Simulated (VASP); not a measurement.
Crystal: TaSi2.

```
CELL_PARAMETERS angstrom
2.10682 1.21638 3.34297
-2.10682 1.21638 3.34297
0.00000 -2.43275 3.34297
ATOMIC_POSITIONS crystal
Ta 0.50000 0.50000 0.50000
Si 0.25144 0.25144 0.25144
Si 0.74856 0.74856 0.74856
```

The cell was generated, and may not be a known phase.

| Quantity | Value |
| --- | --- |
| Program | VASP 6.6.1 |
| Task | relaxation of cell and atoms |
| Functional | PBE |
| Potentials or basis | VASP PAW PBE potentials, release 64 (Ta_pv, Si) |
| Cutoff | 600 eV |
| k mesh | 6 × 6 × 6 |
| Occupations | gaussian, width 0.1 eV |
| Spin | no spin polarisation |

At the start: pressure 10.9 GPa; volume 17.13 Å³/atom.

Question: Where does the relaxation end?

Answer: Over 5 steps the energy falls by 56.4 meV/atom and the volume is 18.54 Å³/atom (+8.2 %); space group R-3m (No. 166, to 0.1 Å) before, Fm-3m (No. 225, to 0.1 Å).

Step by step:
```csv
step,energy change (eV),largest force (eV/Å),pressure (GPa),volume (Å³)
1,0.0000,0.6535,10.90,51.40
2,-0.0279,0.1980,-8.09,60.54
3,-0.1686,0.0786,-0.34,55.88
4,-0.1686,0.0869,-0.16,55.78
5,-0.1692,0.0162,0.20,55.62
```

Final structure:
```yaml
crystal:
  lattice:
    - [2.14465, 1.23822, 3.49070]
    - [-2.14465, 1.23822, 3.49070]
    - [0.00000, -2.47643, 3.49070]
  atoms:
    - { symbol: Ta, position: [0.50000, 0.50000, 0.50000] }
    - { symbol: Si, position: [0.24942, 0.24942, 0.24942] }
    - { symbol: Si, position: [0.75058, 0.75058, 0.75058] }
```

Caveat: an odd number of electrons without spin polarisation forces a metal; a magnetic or distorted state may lie lower.
